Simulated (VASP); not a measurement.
A run of VASP 6.6.1 is set up as follows.

Contents of INCAR:

```
PREC = Accurate ; ENCUT = 600
EDIFF = 1E-7 ; ISMEAR = 0
SIGMA = 0.1 ; LREAL = False
LASPH = True ; NELM = 100
ALGO = Normal ; ISIF = 3
LWAVE = False ; LCHARG = False
GGA = PS ; IBRION = 2
NSW = 70 ; EDIFFG = -0.008
PSTRESS = 40.0
```

Contents of KPOINTS:

```
regular mesh
0
Gamma
  14 14 14
```

POSCAR

```
MgNiH
1.0
    3.0217906806      0.0000000000      0.0000000000
    0.0000000000      3.0217906806      0.0000000000
    0.0000000000      0.0000000000      3.1792483594
Mg Ni H
1 1 1
Direct
    0.0000000000      0.0000000000      0.0000000000
    0.5000000000      0.5000000000      0.5000000000
    0.5000000000      0.5000000000      0.0000000000
```

Potentials or basis: VASP PAW PBE potentials, release 64 (Mg, Ni, H).

Run with:

```sh
$ cat potpaw_PBE.64/Mg/POTCAR potpaw_PBE.64/Ni/POTCAR potpaw_PBE.64/H/POTCAR > POTCAR
$ mpirun -np 1 vasp_std > vasp.out
```

(1) Predict the relaxed volume.

(2) What does it give for the relaxed cell?

Answers

(1) 9.69 Å³/atom.

(2) a = 3.012 Å, b = 3.012 Å, c = 3.204 Å, α = 90.00°, β = 90.00°, γ = 90.00°.

Caveat: the cell is relaxed towards a set pressure, so the enthalpy falls and the energy may rise; the PAW data sets were made with another functional, which shifts forces and pressure a little.
